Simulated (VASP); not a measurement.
# V3H2 (P-3m1) in VASP: notebook

Runs on V3H2. Level: PBE. Tasks: single point, relaxation of cell and atoms.

Everything below comes from runs of VASP 6.6.1. Logs are shortened: lines on timing, memory, paths and dates and some standing lists are left out, and cuts for length are marked.

## 1. The cell of the first run

It takes space group P-3m1 (No. 164, trigonal). Conventional cell: a = 2.829 Å, b = 2.829 Å, c = 6.437 Å, α = 90.00°, β = 90.00°, γ = 120.00°. Within 2.6 Å of V (site symmetry -3m) lie 6 H at 1.95 Å. Within 2.6 Å of V (site symmetry 3m) lie 3 H at 1.99 Å and 3 V at 2.60 Å. H (site symmetry 3m) has 6 V at 1.95 to 1.99 Å and 3 H at 2.69 Å within 2.7 Å.

## 2. Single point, PBE

INCAR

```
SYSTEM = V3H2
PREC = Accurate
ENCUT = 520
EDIFF = 1E-6
ISMEAR = 0
SIGMA = 0.1
LREAL = .False.
LASPH = .True.
NELM = 80
ALGO = Normal
ISIF = 2
LWAVE = .False.
LCHARG = .False.
GGA = PE
NBANDS = 28
```

KPOINTS

```
regular mesh
0
Gamma
  6 6 4
  0 0 0
```

POSCAR

```
V3H2
1.0
    2.8290764780      0.0000000000      0.0000000000
   -1.4145382390      2.4500520992      0.0000000000
    0.0000000000      0.0000000000      6.4373720852
V H
3 2
Direct
    0.0000000000      0.0000000000      0.0000000000
    0.3333333333      0.6666666667      0.6568879692
    0.6666666667      0.3333333333      0.3431120308
    0.3333333333      0.6666666667      0.1661747036
    0.6666666667      0.3333333333      0.8338252964
```

Potentials or basis: VASP PAW PBE potentials, release 64 (V_sv, H).

Run with:

```console
> cat potpaw_PBE.64/V_sv/POTCAR potpaw_PBE.64/H/POTCAR > POTCAR
> mpirun -np 1 vasp_std > vasp.out
```

OUTCAR:

```text
SYSTEM = V3H2
   PREC = Accurate
   ENCUT = 520
   EDIFF = 1E-6
   ISMEAR = 0
   LREAL = .False.
   LASPH = .True.
   NELM = 80
   ISIF = 2
   GGA = PE

 ion  position               nearest neighbor table
   1  0.000  0.000  0.000-   2 2.75   3 2.75   3 2.75   2 2.75   3 2.75   2 2.75
   2  0.333  0.667  0.657-   3 2.60   3 2.60   3 2.60   1 2.75   1 2.75   1 2.75
   3  0.667  0.333  0.343-   2 2.60   2 2.60   2 2.60   1 2.75   1 2.75   1 2.75
   4  0.333  0.667  0.166-
   5  0.667  0.333  0.834-

  LATTYP: Found a hexagonal cell.
 ALAT       =     2.8290764780
 C/A-ratio  =     2.2754323311

  Lattice vectors:

 A1 = (   2.8290764780,   0.0000000000,   0.0000000000)
 A2 = (  -1.4145382390,   2.4500520992,   0.0000000000)
 A3 = (   0.0000000000,   0.0000000000,   6.4373720852)

Analysis of symmetry for initial positions (statically):
=====================================================================
 Subroutine PRICEL returns:
 Original cell was already a primitive cell.

 Routine SETGRP: Setting up the symmetry group for a
 hexagonal supercell.

 Subroutine GETGRP returns: Found 12 space group operations
 (whereof 12 operations were pure point group operations)
 out of a pool of 24 trial point group operations.

The static configuration has the point symmetry D_3d.

Analysis of symmetry for dynamics (positions and initial velocities):
=====================================================================
 Subroutine PRICEL returns:
 Original cell was already a primitive cell.

 Routine SETGRP: Setting up the symmetry group for a
 hexagonal supercell.

 Subroutine GETGRP returns: Found 12 space group operations
 (whereof 12 operations were pure point group operations)
 out of a pool of 24 trial point group operations.

The dynamic configuration has the point symmetry D_3d.

 Subroutine INISYM returns: Found 12 space group operations
 (whereof 12 operations are pure point group operations),
 and found     1 'primitive' translations

----------------------------------------------------------------------------------------

                                     Primitive cell

  volume of cell :      44.6199

  direct lattice vectors                    reciprocal lattice vectors
     2.829076478  0.000000000  0.000000000     0.353472240  0.204077293  0.000000000
    -1.414538239  2.450052099  0.000000000     0.000000000  0.408154586  0.000000000
     0.000000000  0.000000000  6.437372085     0.000000000  0.000000000  0.155342893

  length of vectors
     2.829076478  2.829076478  6.437372085     0.408154586  0.408154586  0.155342893

  position of ions in fractional coordinates (direct lattice)
     0.000000000  0.000000000  0.000000000
     0.333333333  0.666666667  0.656887969
     0.666666667  0.333333333  0.343112031
     0.333333333  0.666666667  0.166174704
     0.666666667  0.333333333  0.833825296

  ion indices of the primitive-cell ions
   primitive index   ion index
                 1           1
                 2           2
                 3           3
                 4           4
                 5           5

----------------------------------------------------------------------------------------

 KPOINTS: regular mesh

Automatic generation of k-mesh.
 Grid dimensions read from file:
 generate k-points for:    6    6    4

 Generating k-lattice:

  Cartesian coordinates                     Fractional coordinates (reciprocal lattice)
     0.058912040  0.034012882  0.000000000     0.166666667 -0.000000000  0.000000000
     0.000000000  0.068025764  0.000000000     0.000000000  0.166666667  0.000000000
     0.000000000  0.000000000  0.038835723     0.000000000  0.000000000  0.250000000

  Length of vectors
     0.068025764  0.068025764  0.038835723

  Shift w.r.t. Gamma in fractional coordinates (k-lattice)
     0.000000000  0.000000000  0.000000000

 Subroutine IBZKPT returns following result:
 ===========================================

 Found     24 irreducible k-points:

 Following reciprocal coordinates:
            Coordinates               Weight
  0.000000  0.000000  0.000000      1.000000
  0.166667  0.000000  0.000000      6.000000
  0.333333  0.000000  0.000000      6.000000
  0.500000  0.000000  0.000000      3.000000
  0.166667  0.166667  0.000000      6.000000
  0.333333  0.166667  0.000000     12.000000
[... 16 lines left out ...]
  0.333333  0.166667  0.500000     12.000000
  0.333333  0.333333  0.500000      2.000000
   k-points           NKPTS =     24   k-points in BZ     NKDIM =     24   number of bands    NBANDS=     28
   number of dos      NEDOS =    301   number of ions     NIONS =      5
   total plane-waves  NPLWV =  27648
   dimension x,y,z NGX =    24 NGY =   24 NGZ =   48
   dimension x,y,z NGXF=    48 NGYF=   48 NGZF=   96
   ions per type =               3   2
   NGX,Y,Z   is equivalent  to a cutoff of  14.10, 14.10, 12.40 a.u.
   NGXF,Y,Z  is equivalent  to a cutoff of  28.21, 28.21, 24.79 a.u.
 SYSTEM =  V3H2
   PREC   = accura    normal or accurate (medium, high low for compatibility)
   ISTART =      0    job   : 0-new  1-cont  2-samecut
   ICHARG =      2    charge: 1-file 2-atom 10-const
   ISPIN  =      1    spin polarized calculation?
   LNONCOLLINEAR =      F non collinear calculations
   LSORBIT =      F    spin-orbit coupling
   LASPH  =      T    aspherical Exc in radial PAW
   ENCUT  =  520.0 eV  38.22 Ry    6.18 a.u.   5.26  5.26 11.97*2*pi/ulx,y,z
   NELM   =     80;   NELMIN=  2; NELMDL= -5     # of ELM steps
   EDIFF  = 0.1E-05   stopping-criterion for ELM
   LREAL  =      F    real-space projection
   EDIFFG = 0.1E-04   stopping-criterion for IOM
   NSW    =      0    number of steps for IOM
   IBRION =     -1    ionic relax: 0-MD 1-quasi-New 2-CG
   NFREE  =      0    steps in history (QN), initial steepest desc. (CG)
   ISIF   =      2    stress and relaxation
   ISYM   =      2    0-nonsym 1-usesym 2-fastsym
   POTIM  = 0.5000    time-step for ionic-motion
   TEBEG  =    0.0;   TEEND  =   0.0 temperature during run
   PSTRESS=    0.0 pullay stress
   NELECT =      41.0000    total number of electrons
   NUPDOWN=      -1.0000    fix difference up-down
   EMIN   =  10.00;   EMAX   =-10.00  energy-range for DOS
   EFERMI =   0.00;   METHOD = LEGACY
   ISMEAR =     0;   SIGMA  =   0.10  broadening in eV -4-tet -1-fermi 0-gaus
   EFERMI_NEDOS =   21; number of points for ismear=-14 and -15
   IALGO  =     38    algorithm
   IMIX   =      4    mixing-type and parameters
     AMIX     =   0.40;   BMIX     =  1.00
     AMIX_MAG =   1.60;   BMIX_MAG =  1.00
  volume/ion in A,a.u.               =       8.92        60.22
  Fermi-wavevector in a.u.,A,eV,Ry     =   1.591573  3.007637 34.464983  2.533105
  Thomas-Fermi vector in A             =   2.690092
   LORBIT       =      0    0 simple, 1 ext, 2 COOP (PROOUT), +10 PAW based schemes
   GGA     = PE    functional components
   LHFCALC =     F    Hartree Fock is set to
   AEXX    =    0.0000 exact exchange contribution
   IVDW    =     0    specifies the selected vdW correction
   LEPSILON=     F    determine dielectric tensor
   LRPA    =     F    only Hartree local field effects (RPA)
 non-spin polarized calculation
 Gauss-broadening in eV      SIGMA  =   0.10
  energy-cutoff  :      520.00
  volume of cell :       44.62
 maximum number of plane-waves:      1218
 NGX is ok and might be reduce to    24
   NGX = 11   NGY = 11   NGZ = 23

 number of electron      40.9999984 magnetization

 Free energy of the ion-electron system (eV)
  ---------------------------------------------------
  ext. energy  EPLUGINS =         0.00000000
  ---------------------------------------------------
  free energy    TOTEN  =       -34.16047022 eV

  energy without entropy =      -34.13137638  energy(sigma->0) =      -34.14592330

 E-fermi :   9.6781     XC(G=0): -12.8310

 val. band max:        9.6744994876   @ k =  -0.1667   0.5000   0.2500
 cond. band min:       9.6884295876   @ k =   0.1667   0.0000   0.5000
 fundamental gap:      0.0139301000
 Fermi energy:         9.6781258704

 k-point     1 :       0.0000    0.0000    0.0000
  band No.  band energies     occupation
      1     -54.4105      2.00000
      2     -54.3126      2.00000
      3     -54.2422      2.00000
      4     -28.4183      2.00000
      5     -28.3440      2.00000
      6     -28.0337      2.00000
[... 20 lines left out ...]
     27      11.6243      0.00000
     28      11.6243      0.00000

 k-point     2 :       0.1667    0.0000    0.0000
  band No.  band energies     occupation
      1     -54.3848      2.00000
      2     -54.2989      2.00000
      3     -54.2337      2.00000
      4     -28.4104      2.00000
      5     -28.3489      2.00000
      6     -28.1223      2.00000
[... 20 lines left out ...]
     27      11.4409      0.00000
     28      11.9280      0.00000

 k-point     3 :       0.3333    0.0000    0.0000
  band No.  band energies     occupation
      1     -54.3287      2.00000
      2     -54.2722      2.00000
      3     -54.2202      2.00000
      4     -28.4673      2.00000
      5     -28.4219      2.00000
      6     -28.3091      2.00000
[... 20 lines left out ...]
     27      11.9337      0.00000
     28      12.7132      0.00000

 k-point     4 :       0.5000    0.0000    0.0000
  band No.  band energies     occupation
      1     -54.2950      2.00000
      2     -54.2607      2.00000
      3     -54.2169      2.00000
      4     -28.5278      2.00000
      5     -28.4596      2.00000
      6     -28.4591      2.00000
[... 578 lines left out ...]
     27      12.0095      0.00000
     28      12.1886      0.00000

 k-point    23 :       0.3333    0.1667    0.5000
  band No.  band energies     occupation
      1     -54.2960      2.00000
      2     -54.2593      2.00000
      3     -54.2174      2.00000
      4     -28.5076      2.00000
      5     -28.3995      2.00000
      6     -28.3687      2.00000
[... 20 lines left out ...]
     27      12.5268      0.00000
     28      12.6699      0.00000

 k-point    24 :       0.3333    0.3333    0.5000
  band No.  band energies     occupation
      1     -54.2835      2.00000
      2     -54.2325      2.00000
      3     -54.2325      2.00000
      4     -28.4469      2.00000
      5     -28.4469      2.00000
      6     -28.3923      2.00000
[... 20 lines left out ...]
     27      12.4045      0.00000
     28      14.0462      0.00000

------------------------ aborting loop because EDIFF is reached ----------------------------------------

  FORCE on cell =-STRESS in cart. coord.  units (eV):
  Direction    XX          YY          ZZ          XY          YZ          ZX
  --------------------------------------------------------------------------------------
  -------------------------------------------------------------------------------------
  Total        0.0023222      0.0023222      0.0651202     -0.0000000      0.0000000      0.0000000
  in kB        0.0833843      0.0833843      2.3382878     -0.0000000      0.0000000      0.0000000
  external PRESSURE =       0.8350188 kB  Pullay stress =       0.0000000 kB

 VOLUME and BASIS-vectors are now :
 -----------------------------------------------------------------------------
  energy-cutoff  :      520.00
  volume of cell :       44.62
      direct lattice vectors                 reciprocal lattice vectors
     2.829076478  0.000000000  0.000000000     0.353472240  0.204077293  0.000000000
    -1.414538239  2.450052099  0.000000000     0.000000000  0.408154586  0.000000000
     0.000000000  0.000000000  6.437372085     0.000000000  0.000000000  0.155342893

 POSITION                                       TOTAL-FORCE (eV/Angst)
 -----------------------------------------------------------------------------------
      0.00000      0.00000      0.00000        -0.000000      0.000000     -0.000000
     -0.00000      1.63337      4.22863         0.000000      0.000000     -0.031974
      1.41454      0.81668      2.20874        -0.000000     -0.000000      0.031974
     -0.00000      1.63337      1.06973        -0.000000      0.000000      0.007383
      1.41454      0.81668      5.36764        -0.000000     -0.000000     -0.007383
 -----------------------------------------------------------------------------------
    total drift:                                0.000000     -0.000000     -0.000000

  FREE ENERGIE OF THE ION-ELECTRON SYSTEM (eV)
  ---------------------------------------------------
  free  energy   TOTEN  =       -34.1604702170 eV

  energy  without entropy=      -34.1313763815  energy(sigma->0) =      -34.14592330
```

It took 14 s on 1 thread of Intel Xeon 6975P-C (Granite Rapids), shared host; peak memory 0.17 GiB.

Results:

- Free energy: -34.1605 eV
- Pressure: 0.1 GPa
- Largest force: 0.032 eV/Å
- Band gap on the k mesh: zero (an odd number of electrons rules out a gap without spin polarisation)

Forces on the atoms (eV/Å):
```
V    0.000  0.000  0.000
V    0.000  0.000 -0.032
V    0.000  0.000  0.032
H    0.000  0.000  0.007
H    0.000  0.000 -0.007
```

Caveat: the k points lie up to 0.43 Å⁻¹ apart, too coarse for converged energies and pressures of a metal.

(Continued in part 2 of 4.)
